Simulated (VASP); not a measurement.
# Ta2Si2O (I4/mmm) in VASP: single point with PBE

Aim: the single point of Ta2Si2O with PBE.

All numbers are computed with VASP 6.6.1; they aren't measurements. Logs are shortened: lines on timing, memory, paths and dates and some standing lists are left out, and cuts for length are marked.

## Step 1: The cell of the first run

The structure is tetragonal, space group I4/mmm (No. 139). Conventional cell: a = 3.928 Å, b = 3.928 Å, c = 9.176 Å, α = 90.00°, β = 90.00°, γ = 90.00°. Within 3.0 Å of Ta (site symmetry -4m2) lie 4 Si at 2.24 Å and 4 Ta at 2.78 Å. Si (site symmetry 4mm) has 4 Ta at 2.24 Å and 1 Si at 2.43 Å within 3.0 Å. Within 4.0 Å of O (site symmetry 4/mmm) lie 8 Ta at 3.02 Å and 10 Si at 3.03 to 3.37 Å and 4 O at 3.93 Å.

## Step 2: Single point, PBE

INCAR

```
SYSTEM = Ta2Si2O
PREC = Accurate ; ENCUT = 520
EDIFF = 1E-7 ; ISMEAR = 0
SIGMA = 0.1 ; LREAL = .FALSE.
LASPH = .TRUE. ; NELM = 100
ALGO = Normal ; ISIF = 2
LWAVE = .FALSE. ; LCHARG = .FALSE.
GGA = PE ; NBANDS = 26
```

KPOINTS

```
Automatic mesh
0
G
  6 6 6
  0 0 0
```

POSCAR

```
Ta2Si2O
1.0
   -1.9642162400      1.9642162400      4.5878123300
    1.9642162400     -1.9642162400      4.5878123300
    1.9642162400      1.9642162400     -4.5878123300
Ta Si O
2 2 1
Direct
    0.2500000000      0.7500000000      0.5000000000
    0.7500000000      0.2500000000      0.5000000000
    0.6325020200      0.6325020200      0.0000000000
    0.3674979800      0.3674979800      0.0000000000
    0.0000000000      0.0000000000      0.0000000000
```

Potentials or basis: VASP PAW PBE potentials, release 64 (Ta_pv, Si, O).

The run is started by

```bash
$ cat potpaw_PBE.64/Ta_pv/POTCAR potpaw_PBE.64/Si/POTCAR potpaw_PBE.64/O/POTCAR > POTCAR
$ mpirun -np 1 vasp_std > vasp.out
```

OUTCAR:

```text
SYSTEM = Ta2Si2O
   PREC = Accurate
   ENCUT = 520
   EDIFF = 1E-7
   ISMEAR = 0
   LREAL = .FALSE.
   LASPH = .TRUE.
   NELM = 100
   ISIF = 2
   GGA = PE

 ion  position               nearest neighbor table
   1  0.250  0.750  0.500-   4 2.24   3 2.24   4 2.24   3 2.24   2 2.78   2 2.78   2 2.78   2 2.78

   2  0.750  0.250  0.500-   4 2.24   3 2.24   4 2.24   3 2.24   1 2.78   1 2.78   1 2.78   1 2.78

   3  0.633  0.633  0.000-   1 2.24   2 2.24   1 2.24   2 2.24   4 2.43
   4  0.367  0.367  0.000-   1 2.24   2 2.24   1 2.24   2 2.24   3 2.43
   5  0.000  0.000  0.000-

  LATTYP: Found a body centered tetragonal cell.
 ALAT       =     3.9284324800
 C/A-ratio  =     2.3356961604

  Lattice vectors:

 A1 = (  -1.9642162400,   1.9642162400,   4.5878123300)
 A2 = (   1.9642162400,  -1.9642162400,   4.5878123300)
 A3 = (   1.9642162400,   1.9642162400,  -4.5878123300)

Analysis of symmetry for initial positions (statically):
=====================================================================
 Subroutine PRICEL returns:
 Original cell was already a primitive cell.

 Routine SETGRP: Setting up the symmetry group for a
 body centered tetragonal supercell.

 Subroutine GETGRP returns: Found 16 space group operations
 (whereof 16 operations were pure point group operations)
 out of a pool of 16 trial point group operations.

The static configuration has the point symmetry D_4h.

Analysis of symmetry for dynamics (positions and initial velocities):
=====================================================================
 Subroutine PRICEL returns:
 Original cell was already a primitive cell.

 Routine SETGRP: Setting up the symmetry group for a
 body centered tetragonal supercell.

 Subroutine GETGRP returns: Found 16 space group operations
 (whereof 16 operations were pure point group operations)
 out of a pool of 16 trial point group operations.

The dynamic configuration has the point symmetry D_4h.

 Subroutine INISYM returns: Found 16 space group operations
 (whereof 16 operations are pure point group operations),
 and found     1 'primitive' translations

----------------------------------------------------------------------------------------

                                     Primitive cell

  volume of cell :      70.8018

  direct lattice vectors                    reciprocal lattice vectors
    -1.964216240  1.964216240  4.587812330     0.000000000  0.254554458  0.108984406
     1.964216240 -1.964216240  4.587812330     0.254554458  0.000000000  0.108984406
     1.964216240  1.964216240 -4.587812330     0.254554458  0.254554458  0.000000000

  length of vectors
     5.363237161  5.363237161  5.363237161     0.276903544  0.276903544  0.359994367

  position of ions in fractional coordinates (direct lattice)
     0.250000000  0.750000000  0.500000000
     0.750000000  0.250000000  0.500000000
     0.632502020  0.632502020  0.000000000
     0.367497980  0.367497980  0.000000000
     0.000000000  0.000000000  0.000000000

  ion indices of the primitive-cell ions
   primitive index   ion index
                 1           1
                 2           2
                 3           3
                 4           4
                 5           5

----------------------------------------------------------------------------------------

 KPOINTS: Automatic mesh

Automatic generation of k-mesh.
 Grid dimensions read from file:
 generate k-points for:    6    6    6

 Generating k-lattice:

  Cartesian coordinates                     Fractional coordinates (reciprocal lattice)
     0.000000000  0.042425743  0.018164068     0.166666667  0.000000000  0.000000000
     0.042425743  0.000000000  0.018164068     0.000000000  0.166666667  0.000000000
     0.042425743  0.042425743  0.000000000     0.000000000  0.000000000  0.166666667

  Length of vectors
     0.046150591  0.046150591  0.059999061

  Shift w.r.t. Gamma in fractional coordinates (k-lattice)
     0.000000000  0.000000000  0.000000000

 Subroutine IBZKPT returns following result:
 ===========================================

 Found     30 irreducible k-points:

 Following reciprocal coordinates:
            Coordinates               Weight
  0.000000  0.000000  0.000000      1.000000
  0.166667  0.000000  0.000000      8.000000
  0.333333 -0.000000  0.000000      8.000000
  0.500000 -0.000000  0.000000      4.000000
  0.166667  0.166667  0.000000      8.000000
  0.333333  0.166667  0.000000     16.000000
[... 16 lines left out ...]
 -0.333333 -0.333333  0.166667      8.000000
 -0.166667 -0.333333  0.166667      8.000000
 [... further k-points ...]
   k-points           NKPTS =     30   k-points in BZ     NKDIM =     30   number of bands    NBANDS=     26
   number of dos      NEDOS =    301   number of ions     NIONS =      5
   total plane-waves  NPLWV =  64000
   dimension x,y,z NGX =    40 NGY =   40 NGZ =   40
   dimension x,y,z NGXF=    80 NGYF=   80 NGZF=   80
   ions per type =               2   2   1
   NGX,Y,Z   is equivalent  to a cutoff of  12.40, 12.40, 12.40 a.u.
   NGXF,Y,Z  is equivalent  to a cutoff of  24.80, 24.80, 24.80 a.u.
 SYSTEM =  Ta2Si2O
   PREC   = accura    normal or accurate (medium, high low for compatibility)
   ISTART =      0    job   : 0-new  1-cont  2-samecut
   ICHARG =      2    charge: 1-file 2-atom 10-const
   ISPIN  =      1    spin polarized calculation?
   LNONCOLLINEAR =      F non collinear calculations
   LSORBIT =      F    spin-orbit coupling
   LASPH  =      T    aspherical Exc in radial PAW
   ENCUT  =  520.0 eV  38.22 Ry    6.18 a.u.   9.97  9.97  9.97*2*pi/ulx,y,z
   NELM   =    100;   NELMIN=  2; NELMDL= -5     # of ELM steps
   EDIFF  = 0.1E-06   stopping-criterion for ELM
   LREAL  =      F    real-space projection
   EDIFFG = 0.1E-05   stopping-criterion for IOM
   NSW    =      0    number of steps for IOM
   IBRION =     -1    ionic relax: 0-MD 1-quasi-New 2-CG
   NFREE  =      0    steps in history (QN), initial steepest desc. (CG)
   ISIF   =      2    stress and relaxation
   ISYM   =      2    0-nonsym 1-usesym 2-fastsym
   POTIM  = 0.5000    time-step for ionic-motion
   TEBEG  =    0.0;   TEEND  =   0.0 temperature during run
   PSTRESS=    0.0 pullay stress
   NELECT =      36.0000    total number of electrons
   NUPDOWN=      -1.0000    fix difference up-down
   EMIN   =  10.00;   EMAX   =-10.00  energy-range for DOS
   EFERMI =   0.00;   METHOD = LEGACY
   ISMEAR =     0;   SIGMA  =   0.10  broadening in eV -4-tet -1-fermi 0-gaus
   EFERMI_NEDOS =   21; number of points for ismear=-14 and -15
   IALGO  =     38    algorithm
   IMIX   =      4    mixing-type and parameters
     AMIX     =   0.40;   BMIX     =  1.00
     AMIX_MAG =   1.60;   BMIX_MAG =  1.00
  volume/ion in A,a.u.               =      14.16        95.56
  Fermi-wavevector in a.u.,A,eV,Ry     =   1.306655  2.469220 23.229869  1.707347
  Thomas-Fermi vector in A             =   2.437442
   LORBIT       =      0    0 simple, 1 ext, 2 COOP (PROOUT), +10 PAW based schemes
   GGA     = PE    functional components
   LHFCALC =     F    Hartree Fock is set to
   AEXX    =    0.0000 exact exchange contribution
   IVDW    =     0    specifies the selected vdW correction
   LEPSILON=     F    determine dielectric tensor
   LRPA    =     F    only Hartree local field effects (RPA)
 non-spin polarized calculation
 Gauss-broadening in eV      SIGMA  =   0.10
  energy-cutoff  :      520.00
  volume of cell :       70.80
 maximum number of plane-waves:      1930
   NGX = 19   NGY = 19   NGZ = 19

 number of electron      36.0000000 magnetization

 Free energy of the ion-electron system (eV)
  ---------------------------------------------------
  ext. energy  EPLUGINS =         0.00000000
  ---------------------------------------------------
  free energy    TOTEN  =       -31.09869350 eV

  energy without entropy =      -31.08309457  energy(sigma->0) =      -31.09089404

 E-fermi :   6.3867     XC(G=0): -11.7251

 val. band max:        6.3734702854   @ k =  -0.3333   0.5000   0.3333
 cond. band min:       6.3926652703   @ k =   0.5000   0.3333   0.0000
 fundamental gap:      0.0191949849
 Fermi energy:         6.3867158704

 k-point     1 :       0.0000    0.0000    0.0000
  band No.  band energies     occupation
      1     -27.7449      2.00000
      2     -27.7449      2.00000
      3     -27.5656      2.00000
      4     -27.2786      2.00000
      5     -26.7312      2.00000
      6     -26.7312      2.00000
[... 18 lines left out ...]
     25      12.8561      0.00000
     26      13.6072      0.00000

 k-point     2 :       0.1667    0.0000    0.0000
  band No.  band energies     occupation
      1     -27.6945      2.00000
      2     -27.6816      2.00000
      3     -27.5445      2.00000
      4     -27.2970      2.00000
      5     -26.8182      2.00000
      6     -26.8042      2.00000
[... 18 lines left out ...]
     25      12.3547      0.00000
     26      13.3373      0.00000

 k-point     3 :       0.3333   -0.0000    0.0000
  band No.  band energies     occupation
      1     -27.5491      2.00000
      2     -27.5054      2.00000
      3     -27.4844      2.00000
      4     -27.3483      2.00000
      5     -27.0393      2.00000
      6     -26.9994      2.00000
[... 18 lines left out ...]
     25      12.6988      0.00000
     26      12.7458      0.00000

 k-point     4 :       0.5000   -0.0000    0.0000
  band No.  band energies     occupation
      1     -27.4224      2.00000
      2     -27.4220      2.00000
      3     -27.3051      2.00000
      4     -27.3048      2.00000
      5     -27.2572      2.00000
      6     -27.2571      2.00000
[... 18 lines left out ...]
     25      12.4945      0.00000
     26      13.3966      0.00000

 k-point     5 :       0.1667    0.1667    0.0000
  band No.  band energies     occupation
      1     -27.7963      2.00000
      2     -27.5277      2.00000
      3     -27.4778      2.00000
      4     -27.3121      2.00000
      5     -27.0553      2.00000
      6     -26.7011      2.00000
[... 18 lines left out ...]
     25      12.3859      0.00000
     26      13.5176      0.00000

 k-point     6 :       0.3333    0.1667    0.0000
  band No.  band energies     occupation
      1     -27.7738      2.00000
      2     -27.4805      2.00000
      3     -27.3618      2.00000
      4     -27.3469      2.00000
      5     -27.2110      2.00000
      6     -26.7557      2.00000
[... 427 lines left out ...]
 k-point    21 :      -0.3333    0.5000    0.1667
  band No.  band energies     occupation
      1     -27.7742      2.00000
      2     -27.4829      2.00000
      3     -27.3607      2.00000
      4     -27.3460      2.00000
      5     -27.2112      2.00000
      6     -26.7556      2.00000
[... 18 lines left out ...]
     25      13.3392      0.00000
     26      14.1221      0.00000

 k-point    22 :      -0.1667    0.5000    0.1667
  band No.  band energies     occupation
      1     -27.5498      2.00000
      2     -27.5056      2.00000
      3     -27.4870      2.00000
      4     -27.3465      2.00000
      5     -27.0389      2.00000
      6     -26.9992      2.00000
[... 18 lines left out ...]
     25      12.7120      0.00000
     26      13.8629      0.00000

 k-point    23 :      -0.3333   -0.3333    0.1667
  band No.  band energies     occupation
      1     -27.7967      2.00000
      2     -27.5309      2.00000
      3     -27.4780      2.00000
      4     -27.3105      2.00000
      5     -27.0550      2.00000
      6     -26.7010      2.00000
[... 18 lines left out ...]
     25      13.5165      0.00000
     26      14.2713      0.00000

 k-point    24 :      -0.1667   -0.3333    0.1667
  band No.  band energies     occupation
      1     -27.6948      2.00000
      2     -27.6818      2.00000
      3     -27.5473      2.00000
      4     -27.2957      2.00000
      5     -26.8180      2.00000
      6     -26.8041      2.00000
[... 18 lines left out ...]
     25      13.3295      0.00000
     26      13.6112      0.00000

 [... further k-points ...]

------------------------ aborting loop because EDIFF is reached ----------------------------------------

  FORCE on cell =-STRESS in cart. coord.  units (eV):
  Direction    XX          YY          ZZ          XY          YZ          ZX
  --------------------------------------------------------------------------------------
  -------------------------------------------------------------------------------------
  Total       38.9711725     38.9711725     13.4927832      0.0000000      0.0000000      0.0000000
  in kB      881.8806724    881.8806724    305.3288863      0.0000000      0.0000000      0.0000000
  external PRESSURE =     689.6967437 kB  Pullay stress =       0.0000000 kB

 VOLUME and BASIS-vectors are now :
 -----------------------------------------------------------------------------
  energy-cutoff  :      520.00
  volume of cell :       70.80
      direct lattice vectors                 reciprocal lattice vectors
    -1.964216240  1.964216240  4.587812330     0.000000000  0.254554458  0.108984406
     1.964216240 -1.964216240  4.587812330     0.254554458  0.000000000  0.108984406
     1.964216240  1.964216240 -4.587812330     0.254554458  0.254554458  0.000000000

 POSITION                                       TOTAL-FORCE (eV/Angst)
 -----------------------------------------------------------------------------------
      1.96422     -0.00000      2.29391         0.000000      0.000000     -0.000000
     -0.00000      1.96422      2.29391         0.000000      0.000000     -0.000000
      0.00000      0.00000      5.80360        -0.000000     -0.000000     -8.600764
      0.00000      0.00000      3.37202        -0.000000     -0.000000      8.600764
      0.00000      0.00000      0.00000         0.000000      0.000000     -0.000000
 -----------------------------------------------------------------------------------
    total drift:                                0.000000     -0.000000     -0.000000

  FREE ENERGIE OF THE ION-ELECTRON SYSTEM (eV)
  ---------------------------------------------------
  free  energy   TOTEN  =       -31.0986935050 eV

  energy  without entropy=      -31.0830945709  energy(sigma->0) =      -31.09089404
```

Wall time 56 s (1 thread of Intel Xeon 6975P-C (Granite Rapids), shared host); peak memory 0.25 GiB.

What came out:

| Item | Value |
| --- | --- |
| Free energy | -31.0987 eV |
| Pressure | 69.0 GPa |
| Largest force | 8.601 eV/Å |
| Band gap on the k mesh | zero (band 18 reaches 6.92 eV, above the bottom of band 19 at 6.21 eV) |

Forces in eV/Å, atoms in the order of the input:
```
Ta   0.000  0.000  0.000
Ta   0.000  0.000  0.000
Si   0.000  0.000 -8.601
Si   0.000  0.000  8.601
O    0.000  0.000  0.000
```

Stress tensor (GPa, compression positive):
```
88.19  0.00  0.00
 0.00 88.19  0.00
 0.00  0.00 30.53
```

Levels at points of the mesh, in eV from the Fermi level:
```
           k point  band 15  band 16  band 17  band 18  band 19  band 20  band 21  band 22
(0.00, 0.00, 0.00)    -0.53    -0.53     0.53     0.53     1.68     2.13     2.39     4.34
(0.50, 0.00, 0.00)    -1.69    -1.21    -1.02    -0.63     0.04     0.50     0.81     1.41
(0.50, 0.50, 0.00)    -0.86    -0.82    -0.69    -0.49     0.53     1.17     1.61     3.05
(0.50, 0.50, 0.50)    -2.37    -2.37    -0.63     0.16     0.16     0.75     4.58     4.75
```

Caveat: the k points lie up to 0.38 Å⁻¹ apart; spin-orbit coupling is left out, which moves the levels of the heavy elements; forces of over 1 eV/Å act on the atoms, so gaps and moduli don't describe the material at rest.
